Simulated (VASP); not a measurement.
Set up this calculation in VASP 6.6.1, as the native input.

```
Task                   : single point
Functional             : PBEsol
Potentials or basis    : VASP PAW PBE potentials, release 64 (Al, Co)
Cutoff                 : 520 eV
k mesh                 : 18 × 18 × 18
Occupations            : gaussian, width 0.1 eV
Spin                   : no spin polarisation
Dipole correction      : no
Further INCAR settings : ALGO = Fast; EDIFF = 1e-07; NBANDS = 13
```

The structure of AlCo lies in POSCAR:

```
AlCo
1.0
    2.7661338250      0.0000000000      0.0000000000
    0.0000000000      2.8385224743      0.0000000000
    0.0000000000      0.0000000000      2.8385224743
Al Co
1 1
Direct
    0.0000000000      0.0000000000      0.0000000000
    0.5000000000      0.5000000000      0.5000000000
```

This cell differs from its parent crystal: uniaxial strain along a: -2.0 %, then relaxed in part.

The input as run:

INCAR

```
SYSTEM = AlCo
ALGO = Fast ; EDIFF = 1E-7
ENCUT = 520 ; GGA = PS
ISIF = 2 ; ISMEAR = 0
LASPH = .True. ; LCHARG = .False.
LREAL = .False. ; LWAVE = .False.
NBANDS = 13 ; NELM = 60
PREC = Accurate ; SIGMA = 0.1
```

KPOINTS

```
k-points
0
Gamma
  18 18 18
  0 0 0
```

Potentials or basis: VASP PAW PBE potentials, release 64 (Al, Co).

Launch:

```console
$ cat potpaw_PBE.64/Al/POTCAR potpaw_PBE.64/Co/POTCAR > POTCAR
$ mpirun -np 1 vasp_std > vasp.out
```

Results of the run:

```yaml
Pressure: 1.9 GPa
Band_gap_on_the_k_mesh: zero (band 6 reaches 13.30 eV, above the bottom of band 7 at 10.63 eV)
```

Caveat: the cell differs from its parent crystal (uniaxial strain along a: -2.0 %, then relaxed in part); the PAW data sets were made with another functional, which shifts forces and pressure a little.

Wall time 58 s on 1 thread of Intel(R) Xeon(R) 6975P-C (Granite Rapids), with other jobs on the host, peak memory 0.28 GiB.
